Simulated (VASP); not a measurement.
Runs of VASP 6.6.1 on Ag. The structure is that of space group Pm-3m (No. 221), or close to it. The cells are those of the table. 

| task | cell | k mesh | cutoff (eV) | gap on the mesh (eV) | pressure (GPa) |
| --- | --- | --- | --- | --- | --- |
| single point | a = 2.858 Å, 1 atom | 13 × 13 × 13 | 520 | none | -5.6 |
| single point | a = 2.752 Å, 1 atom | 12 × 12 × 12 | 520 | none | -0.1 |
| single point | a = 2.752 Å, 1 atom | 13 × 13 × 13 | 520 | none | (b) |
| single point | a = 2.677 Å, 1 atom | 13 × 13 × 13 | 520 | none | (a) |
| relaxation of cell and atoms | relaxed from a = 2.641 Å, 1 atom | 12 × 12 × 12 | 600 | none | 0.1 |
| single point | a = 2.637 Å, 1 atom | 13 × 13 × 13 | 520 | none | 11.9 |
| single point | a = 2.788 Å, 1 atom | 13 × 13 × 13 | 520 | none | -2.5 |
| single point | a = 2.824 Å, 1 atom | 13 × 13 × 13 | 520 | none | -4.3 |

Alike in all rows: level PBE; potentials or basis VASP PAW PBE potentials, release 64 (Ag); no spin polarisation; smearing fermi-dirac 0.1 eV.

**Question.** Estimate the missing entries.

**Answer.** (a) 6.8; (b) -0.2.

A k mesh can miss the band edges, and the runs leave out spin-orbit coupling on Ag.

A gap of «none» marks levels without a gap at the run's occupations.
